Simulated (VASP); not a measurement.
# Re (P6_3/mmc) in VASP: further runs, part 2 of 2

VASP 6.6.1. The steps go on from the part before.

## (3) Relaxation of cell and atoms, PBEsol

This run uses another cell than the first one, of 14.95 Å³/atom.

Contents of INCAR:

```
SYSTEM = Re
PREC = Accurate
ENCUT = 600
EDIFF = 1E-6
ISMEAR = 0
SIGMA = 0.1
LREAL = .FALSE.
LASPH = .TRUE.
NELM = 100
ALGO = Normal
ISIF = 3
LWAVE = .FALSE.
LCHARG = .FALSE.
GGA = PS
IBRION = 2
NSW = 70
EDIFFG = -0.005
```

Contents of KPOINTS:

```
Automatic mesh
0
G
  18 18 10
  0 0 0
```

Contents of POSCAR:

```
Re
1.0
    2.7748870829      0.0000000000      0.0000000000
   -1.3874435415      2.4031227065      0.0000000000
    0.0000000000      0.0000000000      4.4841279362
Re
2
Direct
    0.3333333333      0.6666666667      0.2500000000
    0.6666666667      0.3333333333      0.7500000000
```

Potentials or basis: VASP PAW PBE potentials, release 64 (Re).

Launch:

```console
$ cat potpaw_PBE.64/Re/POTCAR > POTCAR
$ mpirun -np 1 vasp_std > vasp.out
```

OUTCAR:

```text
SYSTEM = Re
   PREC = Accurate
   ENCUT = 600
   EDIFF = 1E-6
   ISMEAR = 0
   LREAL = .FALSE.
   LASPH = .TRUE.
   NELM = 100
   ISIF = 3
   GGA = PS
   IBRION = 2
   NSW = 70
   EDIFFG = -0.005

 ion  position               nearest neighbor table
   1  0.333  0.667  0.250-   2 2.76   2 2.76   2 2.76   2 2.76   2 2.76   2 2.76
   2  0.667  0.333  0.750-   1 2.76   1 2.76   1 2.76   1 2.76   1 2.76   1 2.76

  LATTYP: Found a hexagonal cell.
 ALAT       =     2.7748870829
 C/A-ratio  =     1.6159677141

  Lattice vectors:

 A1 = (   2.7748870829,   0.0000000000,   0.0000000000)
 A2 = (  -1.3874435415,   2.4031227065,   0.0000000000)
 A3 = (   0.0000000000,   0.0000000000,   4.4841279362)

Analysis of symmetry for initial positions (statically):
=====================================================================
 Subroutine PRICEL returns:
 Original cell was already a primitive cell.

 Routine SETGRP: Setting up the symmetry group for a
 hexagonal supercell.

 Subroutine GETGRP returns: Found 24 space group operations
 (whereof 12 operations were pure point group operations)
[... 176 lines left out ...]
  Total       -1.8509074     -1.8509074     -1.9104160      0.0000000     -0.0000000      0.0000000
  in kB      -99.1735861    -99.1735861   -102.3621200      0.0000000     -0.0000000      0.0000000
  external PRESSURE =    -100.2364308 kB  Pullay stress =       0.0000000 kB
[... 203 lines left out ...]
--------------------------------------- Ionic step        7  -------------------------------------------

 number of electron      14.0000000 magnetization

 Free energy of the ion-electron system (eV)
  ---------------------------------------------------
  ext. energy  EPLUGINS =         0.00000000
  ---------------------------------------------------
  free energy    TOTEN  =       -26.74227142 eV

  energy without entropy =      -26.73412693  energy(sigma->0) =      -26.73819917

 E-fermi :   7.8319     XC(G=0): -13.8775

 val. band max:        7.8303206172   @ k =   0.3889  -0.0000   0.5000
 cond. band min:       7.8371728770   @ k =   0.2778  -0.0000   0.5000
 fundamental gap:      0.0068522598
 Fermi energy:         7.8319398887

 k-point     1 :       0.0000    0.0000    0.0000
  band No.  band energies     occupation
      1      -2.1228      2.00000
      2       1.1283      2.00000
      3       6.2352      2.00000
      4       6.2355      2.00000
      5       6.2355      2.00000
      6       7.0889      2.00000
      7       7.0889      2.00000
      8       8.0377      0.00362
      9       8.0377      0.00362
     10       8.4817      0.00000
     11      11.2688      0.00000
[... 309 lines left out ...]
 k-point    24 :       0.3889    0.1111    0.0000
  band No.  band energies     occupation
      1       2.1868      2.00000
      2       2.3161      2.00000
      3       2.6306      2.00000
      4       5.5365      2.00000
      5       5.7220      2.00000
      6       6.4494      2.00000
      7       7.2117      2.00000
      8      11.1068      0.00000
      9      11.7179      0.00000
     10      12.0123      0.00000
     11      13.5856      0.00000

 [... further k-points ...]
[... 5 lines left out ...]
  --------------------------------------------------------------------------------------
  -------------------------------------------------------------------------------------
  Total        0.0009457      0.0009457     -0.0028945     -0.0000000     -0.0000000      0.0000000
  in kB        0.0520384      0.0520384     -0.1592690     -0.0000000     -0.0000000      0.0000000
  external PRESSURE =      -0.0183974 kB  Pullay stress =       0.0000000 kB
[... 17 lines left out ...]
  FREE ENERGIE OF THE ION-ELECTRON SYSTEM (eV)
  ---------------------------------------------------
  free  energy   TOTEN  =       -26.7422714162 eV

  energy  without entropy=      -26.7341269338  energy(sigma->0) =      -26.73819917

 reached required accuracy - stopping structural energy minimisation
```

OSZICAR:

```text
N       E                     dE             d eps       ncg     rms          rms(c)
DAV:   1     0.342889391764E+02    0.34289E+02   -0.73809E+03  8540   0.171E+03
DAV:   2    -0.204851457535E+02   -0.54774E+02   -0.47328E+02  7680   0.325E+02
DAV:   3    -0.278263889102E+02   -0.73412E+01   -0.59013E+01  8216   0.291E+02
[... 46 lines left out ...]
   6 F= -.26742266E+02 E0= -.26738185E+02  d E =0.640394E-06
       N       E                     dE             d eps       ncg     rms          rms(c)
DAV:   1    -0.267422760788E+02   -0.10309E-04   -0.70686E-04  7070   0.150E+00    0.783E-02
DAV:   2    -0.267422720238E+02    0.40550E-05   -0.20741E-06  3611   0.671E-02    0.257E-02
DAV:   3    -0.267422714162E+02    0.60753E-06   -0.88463E-06  5725   0.489E-02
   7 F= -.26742271E+02 E0= -.26738199E+02  d E =-.448392E-05
```

Run time: 1.7 min. Hardware: 1 thread of Intel Xeon Platinum 8481C at 2.70GHz (Sapphire Rapids), shared host; peak memory 0.24 GiB.

Results:

```
Free energy                           : -26.7423 eV
Relaxed volume                        : 14.56 Å³/atom
Relaxed cell                          : a = 2.751 Å, b = 2.751 Å, c = 4.443 Å, α = 90.00°, β = 90.00°, γ = 120.00°
Space group after relaxing (to 0.1 Å) : P6_3/mmc (No. 194)
Energy gained by relaxing             : 12.6 meV/atom
Ionic steps                           : 7
Pressure after relaxing               : 0.0 GPa
Band gap on the k mesh                : zero (bands 7 and 8 overlap by 3.23 eV)
```

Step by step:
```
step  energy change (eV)  largest force (eV/Å)  pressure (GPa)  volume (Å³)
   1              0.0000                0.0000          -10.02        29.90
   2              0.4748                0.0000           57.44        26.03
   3             -0.0251                0.0000           -0.54        29.16
   4             -0.0252                0.0000           -0.10        29.12
   5             -0.0252                0.0000            0.06        29.11
   6             -0.0252                0.0000           -0.13        29.13
   7             -0.0252                0.0000            0.00        29.12
```

Final structure:
```xyz
2
Lattice="2.7508 0.0000 0.0000 -1.3754 2.3823 0.0000 0.0000 0.0000 4.4432" Properties=species:S:1:pos:R:3 pbc="T T T"
Re    0.0000    1.5882    1.1108
Re    1.3754    0.7941    3.3324
```

Levels at points of the mesh, in eV from the Fermi level:
```csv
k point,band 4,band 5,band 6,band 7,band 8,band 9,band 10,band 11
"(0.00, 0.00, 0.00)",-1.60,-1.60,-0.74,-0.74,0.21,0.21,0.65,3.44
"(0.50, 0.00, 0.00)",-1.96,-1.73,-1.38,-0.59,4.06,4.47,4.61,6.18
"(0.00, 0.00, 0.50)",-2.40,-1.73,-1.73,-1.73,-1.73,2.61,2.61,2.61
"(0.50, 0.00, 0.50)",-4.15,0.41,0.41,0.96,0.96,4.38,4.38,4.88
```

Caveat: the PAW data sets were made with another functional, which shifts forces and pressure a little; spin-orbit coupling is left out, which moves the levels of the heavy elements.
